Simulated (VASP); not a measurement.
Write the native input for VASP 6.6.1 that does the following.

* Task: single point
* Functional: PBE
* Potentials or basis: VASP PAW PBE potentials, release 64 (K_sv, Cl)
* Cutoff: 520 eV
* k mesh: 4 × 4 × 4
* Occupations: gaussian, width 0.01 eV
* Spin: no spin polarisation
* Dipole correction: no
* Further INCAR settings: ALGO = Normal; EDIFF = 1e-06; NBANDS = 15

The structure of KCl (Sylvite) lies in POSCAR:

```
KCl
1.0
    0.0000000000      3.1448470504      3.1448470504
    3.1448470504      0.0000000000      3.1448470504
    3.1448470504      3.1448470504      0.0000000000
K Cl
1 1
Direct
    0.0000000000      0.0000000000      0.0000000000
    0.5000000000      0.5000000000      0.5000000000
```

One way to write it, as run:

INCAR

```
SYSTEM = KCl
PREC = Accurate ; ENCUT = 520
EDIFF = 1E-6 ; ISMEAR = 0
SIGMA = 0.01 ; LREAL = .False.
LASPH = .True. ; NELM = 100
ALGO = Normal ; ISIF = 2
LWAVE = .False. ; LCHARG = .False.
GGA = PE ; NBANDS = 15
```

KPOINTS

```
regular mesh
0
Gamma
  4 4 4
  0 0 0
```

Potentials or basis: VASP PAW PBE potentials, release 64 (K_sv, Cl).

Command:

```sh
$ cat potpaw_PBE.64/K_sv/POTCAR potpaw_PBE.64/Cl/POTCAR > POTCAR
$ mpirun -np 1 vasp_std > vasp.out
```

It gave:

| Property | Result |
| --- | --- |
| Pressure | 0.8 GPa |
| Band gap on the k mesh | 5.19 eV, direct |

Caveat: the k points lie up to 0.43 Å⁻¹ apart.

Run time: 9.2 s on 1 thread of Intel(R) Xeon(R) Platinum 8259CL CPU @ 2.50GHz (Skylake/Cascade Lake), on a shared host, peak memory 0.19 GiB.
